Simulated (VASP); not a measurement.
Here is a VASP 6.6.1 calculation.

File INCAR:

```
SYSTEM = Ni
PREC = Accurate
ENCUT = 520
EDIFF = 1E-6
ISMEAR = -1
SIGMA = 0.1
LREAL = .False.
LASPH = .True.
NELM = 150
ALGO = Normal
ISIF = 2
LWAVE = .False.
LCHARG = .True.
ISPIN = 2
MAGMOM = 0.06 0.06
LORBIT = 11
LMAXMIX = 4
GGA = PE
LELF = .True.
LVHAR = .True.
ISYM = 0
NBANDS = 21
```

Contents of KPOINTS:

```
Automatic mesh
0
Gamma
  7 10 12
  0 0 0
```

The input POSCAR:

```
Ni
1.0
   -1.7673500000     -1.7673500000     -3.5347000000
    1.7673500000     -1.7673500000      0.0000000000
   -1.7673500000     -1.7673500000      0.0000000000
Ni
2
Direct
    0.0000000000      0.0000000000      0.0000000000
    0.5000000000      0.5000000000      0.0000000000
```

Potentials or basis: VASP PAW PBE potentials, release 64 (Ni).

Launch:

```sh
$ cat potpaw_PBE.64/Ni/POTCAR > POTCAR
$ mpirun -np 1 vasp_std > vasp.out
```

Q: Estimate the pressure.

A: -3.2 GPa.

Q: Predict the net moment.

A: 0.00 μB per cell.

Q: Predict the band gap on the k mesh.

A: Zero (filled and empty bands overlap).

Stress tensor (GPa, compression positive):
```
-3.35  0.03 -0.03
 0.03 -3.35 -0.03
-0.03 -0.03 -2.96
```

Caveat: the cell stands under tension.
